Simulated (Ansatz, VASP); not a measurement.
## One calculation of LiRe3, two programs

File INCAR:

```
SYSTEM = LiRe3
PREC = Accurate ; ENCUT = 600
EDIFF = 1E-6 ; ISMEAR = 0
SIGMA = 0.1 ; LREAL = .False.
LASPH = .True. ; NELM = 100
ALGO = Normal ; ISIF = 3
LWAVE = .False. ; LCHARG = .False.
GGA = PE ; IBRION = 2
NSW = 100 ; EDIFFG = -0.01
```

The input KPOINTS:

```
regular mesh
0
Gamma
  12 12 12
  0 0 0
```

File POSCAR:

```
LiRe3
1.0
    3.8330181290      0.0000000000      0.0000000000
    0.0000000000      3.8330181290      0.0000000000
    0.0000000000      0.0000000000      3.8330181290
Li Re
1 3
Direct
    0.0000000000      0.0000000000      0.0000000000
    0.0000000000      0.5000000000      0.5000000000
    0.5000000000      0.0000000000      0.5000000000
    0.5000000000      0.5000000000      0.0000000000
```

Input for Ansatz:

```yaml
crystal:
  lattice:
    - [3.833018129, 0.0, 0.0]
    - [0.0, 3.833018129, 0.0]
    - [0.0, 0.0, 3.833018129]
  atoms:
    - { symbol: Li, position: [0.0, 0.0, 0.0] }
    - { symbol: Re, position: [0.0, 0.5, 0.5] }
    - { symbol: Re, position: [0.5, 0.0, 0.5] }
    - { symbol: Re, position: [0.5, 0.5, 0.0] }
basis:
  ecutwfc: 420
kpoints:
  mp_grid: { grid: [12, 12, 12] }
hamiltonian:
  xc: pbe
scf:
  occupations: { method: gaussian, width: 0.1 }
output:
  forces: true
  stress: true
  eigenvalues: true
relax:
  adjacent_minimum: "off"
  f_tol: 0.01
  max_steps: 80
  cell: { stress_tol: 0.05 }
```

Alike in both runs: task relaxation of cell and atoms; functional PBE; k mesh 12 × 12 × 12; occupations gaussian, width 0.1 eV; no spin polarisation.

```csv
,VASP,Ansatz
version,VASP 6.6.1,Ansatz 0.2.0
potentials or method,"VASP PAW PBE potentials, release 64 (Li_sv, Re), cutoff 600 eV","scalar-relativistic, plane waves, PAW"
valence electrons in the cell,24,48
```

Ansatz gave:

- gap on the k mesh at the Fermi level, each at its own relaxed structure (eV): none
- relaxed volume (Å³/atom): 14.11
- relaxed length of the cell vector where the two differ most in proportion (Å): 3.836

Task: What did VASP give for the same quantities?

Result: gap on the k mesh at the Fermi level, each at its own relaxed structure (eV): none; relaxed volume (Å³/atom): 14.09; relaxed length of the cell vector where the two differ most in proportion (Å): 3.834.

A gap of «none» marks a metal or a gap that the smearing closes. VASP's potentials hold 24 valence electrons a cell and Ansatz's 48, so a difference there can come from the potentials and not from the codes.

Neither program's run includes spin-orbit coupling. Noted on VASP's run: the cutoff is under 1.25 times that of the potentials, so the pressure is a little rough.
